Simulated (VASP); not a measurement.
# Si3C2: single point with PBE

Crystal: Si3C2.

```
Si C
1.0
     4.77217    0.00000    0.00000
    -2.38608    4.13282    0.00000
     0.00000    0.00000    2.76329
Si C
3 2
Direct
  0.35981 0.00000 0.00000
  0.00000 0.35981 0.00000
  0.64019 0.64019 0.00000
  0.33333 0.66667 0.50000
  0.66667 0.33333 0.50000
```

The cell was generated, and may not be a known phase.

```yaml
Program: VASP 6.6.1
Task: single point
Functional: PBE
Potentials_or_basis: VASP PAW PBE potentials, release 64 (Si, C)
Cutoff: 520 eV
k_mesh: 12 × 12 × 14
Occupations: gaussian, width 0.1 eV
Spin: no spin polarisation
```

| Property | Result |
| --- | --- |
| Pressure | 0.0 GPa |
| Band gap on the k mesh | zero (bands 10 and 11 overlap by 4.93 eV) |

Forces in eV/Å, atoms in the order of the input:
```
Si  -0.002  0.000  0.000
Si   0.001 -0.002  0.000
Si   0.001  0.002  0.000
C    0.000  0.000  0.000
C    0.000  0.000  0.000
```

Stress tensor (GPa, compression positive):
```
0.01 0.00 0.00
0.00 0.01 0.00
0.00 0.00 0.11
```

Levels at points of the mesh, in eV from the Fermi level:
```tsv
k point	band 8	band 9	band 10	band 11	band 12	band 13
(0.00, 0.00, 0.00)	-3.01	-0.80	2.37	2.39	2.39	6.91
(0.50, 0.00, 0.00)	-2.37	-1.68	-0.47	0.74	2.99	3.69
(0.00, 0.00, 0.50)	-2.95	-2.69	-2.69	-2.32	-1.94	-1.94
(0.50, 0.00, 0.50)	-4.49	-2.30	-1.09	0.86	2.13	2.51
```

It took 65 s on 1 thread of Intel(R) Xeon(R) Platinum 8488C (Sapphire Rapids), with other jobs on the host, peak memory 0.25 GiB.
